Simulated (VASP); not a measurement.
Runs of VASP 6.6.1 on TiSiTe4. The structure is that of space group F-43m (No. 216), or close to it. The cells are those of the table. The cell was built from a structure type or drawn by symmetry, and may not be a known phase.

```tsv
task	spin	cell	k mesh	cutoff (eV)	gap on the mesh (eV)	pressure (GPa)	moment (μB)	largest force (eV/Å)
single point	off	a = 6.219 Å, angles 60.0°, 6 atoms	4 × 4 × 4	520	none	-0.3	-	0.01
single point	collinear	a = 6.219 Å, angles 60.0°, 6 atoms	4 × 4 × 4	520	none	-0.4	0.01	0.01
relaxation of cell and atoms	off	relaxed from a = 5.981 Å, angles 60.0°, 6 atoms	4 × 4 × 4	600	none	0.0	-	0.04
single point	collinear	a = 6.224 Å, angles 60.0°, 6 atoms	8 × 8 × 8	520	none	-1.1	0.01	0.01
single point	off	a = 5.981 Å, angles 60.0°, 6 atoms	4 × 4 × 4	520	none	(a)	-	0.19
```

Alike in all rows: level PBE; potentials or basis VASP PAW PBE potentials, release 64 (Ti_sv, Si, Te); smearing gaussian 0.1 eV.

Question: Fill in the values left out.

Answer: (a) 6.7.

Caveats: spin-orbit coupling is left out, which moves the levels of the heavy elements; the cell stands under pressure (at least some runs).

A k mesh can miss the band edges, and the runs leave out spin-orbit coupling on Te.

A gap of «none» marks levels without a gap at the run's occupations.
